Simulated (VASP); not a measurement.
# ZrC (P6_3/mmc) in VASP: a series of runs, part 2 of 2

VASP 6.6.1.

## Step 5: Single point, PBEsol (volume scaled by 1.020)

INCAR reads:

```
SYSTEM = ZrC
  ALGO = Normal
  EDIFF = 1E-6
  ENCUT = 520
  GGA = PS
  ISIF = 2
  ISMEAR = 0
  LASPH = .True.
  LCHARG = .True.
  LELF = .True.
  LREAL = .False.
  LVHAR = .True.
  LWAVE = .False.
  NBANDS = 24
  NELM = 100
  PREC = Accurate
  SIGMA = 0.05
```

KPOINTS reads:

```
k-points
0
Gamma
  10 10 6
  0 0 0
```

POSCAR reads:

```
ZrC
1.0
    3.3707176269      0.0000000000      0.0000000000
   -1.6853588134      2.9191270939      0.0000000000
    0.0000000000      0.0000000000      5.2672358167
Zr C
2 2
Direct
    0.3333333333      0.6666666667      0.2500000000
    0.6666666667      0.3333333333      0.7500000000
    0.0000000000      0.0000000000      0.0000000000
    0.0000000000      0.0000000000      0.5000000000
```

Potentials or basis: VASP PAW PBE potentials, release 64 (Zr_sv, C).

Launch:

```
$ cat potpaw_PBE.64/Zr_sv/POTCAR potpaw_PBE.64/C/POTCAR > POTCAR
$ mpirun -np 1 vasp_std > vasp.out
```

OUTCAR:

```text
SYSTEM = ZrC
   EDIFF = 1E-6
   ENCUT = 520
   GGA = PS
   ISIF = 2
   ISMEAR = 0
   LASPH = .True.
   LREAL = .False.
   NELM = 100
   PREC = Accurate

 ion  position               nearest neighbor table
   1  0.333  0.667  0.250-   3 2.35   4 2.35   3 2.35   4 2.35   3 2.35   4 2.35   2 3.27   2 3.27
                             2 3.27   2 3.27   2 3.27   2 3.27
   2  0.667  0.333  0.750-   3 2.35   4 2.35   3 2.35   4 2.35   3 2.35   4 2.35   1 3.27   1 3.27
                             1 3.27   1 3.27   1 3.27   1 3.27
   3  0.000  0.000  0.000-   1 2.35   2 2.35   1 2.35   2 2.35   2 2.35   1 2.35
   4  0.000  0.000  0.500-   1 2.35   2 2.35   1 2.35   2 2.35   2 2.35   1 2.35

  LATTYP: Found a hexagonal cell.
 ALAT       =     3.3707176269
 C/A-ratio  =     1.5626452286

  Lattice vectors:

 A1 = (   3.3707176269,   0.0000000000,   0.0000000000)
 A2 = (  -1.6853588134,   2.9191270939,   0.0000000000)
 A3 = (   0.0000000000,   0.0000000000,   5.2672358167)

Analysis of symmetry for initial positions (statically):
=====================================================================
 Subroutine PRICEL returns:
 Original cell was already a primitive cell.

 Routine SETGRP: Setting up the symmetry group for a
 hexagonal supercell.

 Subroutine GETGRP returns: Found 24 space group operations
 (whereof 12 operations were pure point group operations)
 out of a pool of 24 trial point group operations.

The static configuration has the point symmetry D_3d.
 The point group associated with its full space group is D_6h.

Analysis of symmetry for dynamics (positions and initial velocities):
=====================================================================
 Subroutine PRICEL returns:
 Original cell was already a primitive cell.

 Routine SETGRP: Setting up the symmetry group for a
 hexagonal supercell.

 Subroutine GETGRP returns: Found 24 space group operations
[... 120 lines left out ...]
   NUPDOWN=      -1.0000    fix difference up-down
   EMIN   =  10.00;   EMAX   =-10.00  energy-range for DOS
   EFERMI =   0.00;   METHOD = LEGACY
   ISMEAR =     0;   SIGMA  =   0.05  broadening in eV -4-tet -1-fermi 0-gaus
   EFERMI_NEDOS =   21; number of points for ismear=-14 and -15
   IALGO  =     38    algorithm
   IMIX   =      4    mixing-type and parameters
     AMIX     =   0.40;   BMIX     =  1.00
     AMIX_MAG =   1.60;   BMIX_MAG =  1.00
  volume/ion in A,a.u.               =      12.96        87.44
  Fermi-wavevector in a.u.,A,eV,Ry     =   1.394030  2.634335 26.440468  1.943320
  Thomas-Fermi vector in A             =   2.517619
   LORBIT       =      0    0 simple, 1 ext, 2 COOP (PROOUT), +10 PAW based schemes
   GGA     = PS    functional components
   LHFCALC =     F    Hartree Fock is set to
   AEXX    =    0.0000 exact exchange contribution
   IVDW    =     0    specifies the selected vdW correction
   LEPSILON=     F    determine dielectric tensor
   LRPA    =     F    only Hartree local field effects (RPA)
 non-spin polarized calculation
 Gauss-broadening in eV      SIGMA  =   0.05
  energy-cutoff  :      520.00
  volume of cell :       51.83
 maximum number of plane-waves:      1417
 NGX is ok and might be reduce to    28
   NGX = 13   NGY = 13   NGZ = 19

 number of electron      32.0000000 magnetization

 Free energy of the ion-electron system (eV)
  ---------------------------------------------------
  ext. energy  EPLUGINS =         0.00000000
  ---------------------------------------------------
  free energy    TOTEN  =       -40.48632254 eV

  energy without entropy =      -40.48498257  energy(sigma->0) =      -40.48565255

 E-fermi :   9.9026     XC(G=0): -12.2876

 val. band max:        9.8864398849   @ k =   0.1000   0.1000   0.1667
 cond. band min:       9.9723622983   @ k =   0.0000   0.0000   0.1667
 fundamental gap:      0.0859224133
 Fermi energy:         9.9026257683

 k-point     1 :       0.0000    0.0000    0.0000
  band No.  band energies     occupation
      1     -38.3577      2.00000
      2     -38.2349      2.00000
      3     -16.9873      2.00000
      4     -16.2348      2.00000
      5     -16.2348      2.00000
      6     -16.1318      2.00000
[... 637 lines left out ...]
     23      15.5671      0.00000
     24      15.7584      0.00000

 [... further k-points ...]
[... 5 lines left out ...]
  --------------------------------------------------------------------------------------
  -------------------------------------------------------------------------------------
  Total       -1.3141608     -1.3141608     -1.3191950     -0.0000000     -0.0000000     -0.0000000
  in kB      -40.6257098    -40.6257098    -40.7813348     -0.0000000     -0.0000000     -0.0000000
  external PRESSURE =     -40.6775848 kB  Pullay stress =       0.0000000 kB

 VOLUME and BASIS-vectors are now :
 -----------------------------------------------------------------------------
  energy-cutoff  :      520.00
  volume of cell :       51.83
      direct lattice vectors                 reciprocal lattice vectors
     3.370717627  0.000000000  0.000000000     0.296672730  0.171284080  0.000000000
    -1.685358813  2.919127094  0.000000000     0.000000000  0.342568161  0.000000000
     0.000000000  0.000000000  5.267235817     0.000000000  0.000000000  0.189852901

 POSITION                                       TOTAL-FORCE (eV/Angst)
 -----------------------------------------------------------------------------------
     -0.00000      1.94608      1.31681        -0.000000     -0.000000      0.000000
      1.68536      0.97304      3.95043         0.000000      0.000000      0.000000
      0.00000      0.00000      0.00000         0.000000     -0.000000      0.000000
      0.00000      0.00000      2.63362         0.000000     -0.000000      0.000000
 -----------------------------------------------------------------------------------
    total drift:                               -0.000000      0.000000     -0.000000

  FREE ENERGIE OF THE ION-ELECTRON SYSTEM (eV)
  ---------------------------------------------------
  free  energy   TOTEN  =       -40.4863225370 eV

  energy  without entropy=      -40.4849825672  energy(sigma->0) =      -40.48565255
```

OSZICAR:

```text
N       E                     dE             d eps       ncg     rms          rms(c)
DAV:   1     0.249706129979E+03    0.24971E+03   -0.17115E+04  2688   0.135E+03
DAV:   2    -0.255918503659E+02   -0.27530E+03   -0.26027E+03  3240   0.370E+02
DAV:   3    -0.460334460603E+02   -0.20442E+02   -0.20183E+02  4944   0.812E+01
DAV:   4    -0.466285863299E+02   -0.59514E+00   -0.59489E+00  3176   0.140E+01
DAV:   5    -0.466523662972E+02   -0.23780E-01   -0.23779E-01  4304   0.192E+00    0.300E+01
DAV:   6    -0.409129535401E+02    0.57394E+01   -0.30586E+01  3184   0.278E+01    0.121E+01
DAV:   7    -0.405284790749E+02    0.38447E+00   -0.26705E+00  3792   0.803E+00    0.849E+00
DAV:   8    -0.405303859299E+02   -0.19069E-02   -0.56193E-01  3104   0.389E+00    0.181E+00
DAV:   9    -0.404867806133E+02    0.43605E-01   -0.20899E-01  3672   0.180E+00    0.602E-01
DAV:  10    -0.404871310441E+02   -0.35043E-03   -0.10678E-02  3336   0.687E-01    0.313E-01
DAV:  11    -0.404863331147E+02    0.79793E-03   -0.25393E-03  3664   0.248E-01    0.645E-02
DAV:  12    -0.404863221751E+02    0.10940E-04   -0.12508E-04  3368   0.616E-02    0.110E-02
DAV:  13    -0.404863225370E+02   -0.36192E-06   -0.99743E-06  2968   0.187E-02
   1 F= -.40486323E+02 E0= -.40485653E+02  d E =-.133997E-02
```

stdout:

```text
POSCAR found type information on POSCAR ZrC
 POSCAR found :  2 types and       4 ions
 scaLAPACK will be used
 -----------------------------------------------------------------------------
|                                                                             |
|                                                                             |
|     You enforced a specific xc type in the INCAR file but a different       |
|     I HOPE YOU KNOW WHAT YOU ARE DOING!                                     |
|                                                                             |
 -----------------------------------------------------------------------------

 LDA part: xc-table for (Slater+PW92), standard interpolation
 POSCAR, INCAR and KPOINTS ok, starting setup
 FFT: planning ... GRIDC
 FFT: planning ... GRID_SOFT
 FFT: planning ... GRID
 WAVECAR not read
 entering main loop
```

Wall time 76 s (1 thread of AMD EPYC 9R45 (Zen 5), shared host); peak memory 0.17 GiB.

What came out:

| Quantity | Value |
| --- | --- |
| Free energy | -40.4863 eV |
| Pressure | -4.1 GPa |
| Band gap on the k mesh | zero (band 16 reaches 10.73 eV, above the bottom of band 17 at 9.81 eV) |

Caveat: the PAW data sets were made with another functional, which shifts forces and pressure a little.

## Step 6: Single point, PBEsol (volume scaled by 1.040)

INCAR reads:

```
  ALGO = Normal
  EDIFF = 1E-6
  ENCUT = 520
  GGA = PS
  ISIF = 2
  ISMEAR = 0
  LASPH = True
  LCHARG = True
  LELF = True
  LREAL = False
  LVHAR = True
  LWAVE = False
  NBANDS = 24
  NELM = 60
  PREC = Accurate
  SIGMA = 0.05
```

KPOINTS reads:

```
k-points
0
Gamma
  10 10 6
```

POSCAR reads:

```
ZrC
1.0
    3.3912876866      0.0000000000      0.0000000000
   -1.6956438433      2.9369412881      0.0000000000
    0.0000000000      0.0000000000      5.3055621732
Zr C
2 2
Direct
    0.3333333333      0.6666666667      0.2500000000
    0.6666666667      0.3333333333      0.7500000000
    0.0000000000      0.0000000000      0.0000000000
    0.0000000000      0.0000000000      0.5000000000
```

Potentials or basis: VASP PAW PBE potentials, release 64 (Zr_sv, C).

Launch:

```
$ cat potpaw_PBE.64/Zr_sv/POTCAR potpaw_PBE.64/C/POTCAR > POTCAR
$ mpirun -np 1 vasp_std > vasp.out
```

It took 78 s on 1 thread of AMD EPYC 9R45 (Zen 5), shared host; peak memory 0.17 GiB.

It converged, with:

* Free energy: -40.4481 eV
* Pressure: -8.1 GPa
* Band gap on the k mesh: zero (band 16 reaches 10.50 eV, above the bottom of band 17 at 9.60 eV)

Levels at points of the mesh, in eV from the Fermi level:
```tsv
k point	band 14	band 15	band 16	band 17	band 18	band 19
(0.00, 0.00, 0.00)	-1.17	-1.17	0.81	1.13	1.13	1.55
(0.50, 0.00, 0.00)	-2.95	-1.60	-0.86	1.38	4.00	4.10
(0.00, 0.00, 0.50)	-2.50	-2.50	-2.50	3.27	3.27	3.27
(0.50, 0.00, 0.50)	-2.83	-2.19	-2.19	1.34	1.34	3.93
```

Caveat: the PAW data sets were made with another functional, which shifts forces and pressure a little.

## Step 7: Overview

| cell | gap on the mesh (eV) | pressure (GPa) |
| --- | --- | --- |
| a = 3.307, b = 3.307, c = 5.150 Å, angles 90.0, 90.0, 120.0°, 4 atoms | none | 10.8 |
| a = 3.330, b = 3.330, c = 5.185 Å, angles 90.0, 90.0, 120.0°, 4 atoms | none | 5.3 |
| a = 3.350, b = 3.350, c = 5.227 Å, angles 90.0, 90.0, 120.0°, 4 atoms | none | 0.4 |
| a = 3.371, b = 3.371, c = 5.267 Å, angles 90.0, 90.0, 120.0°, 4 atoms | none | -4.1 |
| a = 3.391, b = 3.391, c = 5.306 Å, angles 90.0, 90.0, 120.0°, 4 atoms | none | -8.1 |

Alike in all rows: task single point; level PBEsol; potentials or basis VASP PAW PBE potentials, release 64 (Zr_sv, C); no spin polarisation; k mesh 10 × 10 × 6; cutoff (eV) 520; smearing gaussian 0.05 eV.

Caveats: the PAW data sets were made with another functional, which shifts forces and pressure a little.

Total energies depend on the potentials used, so only differences within one code and one set of settings carry meaning.
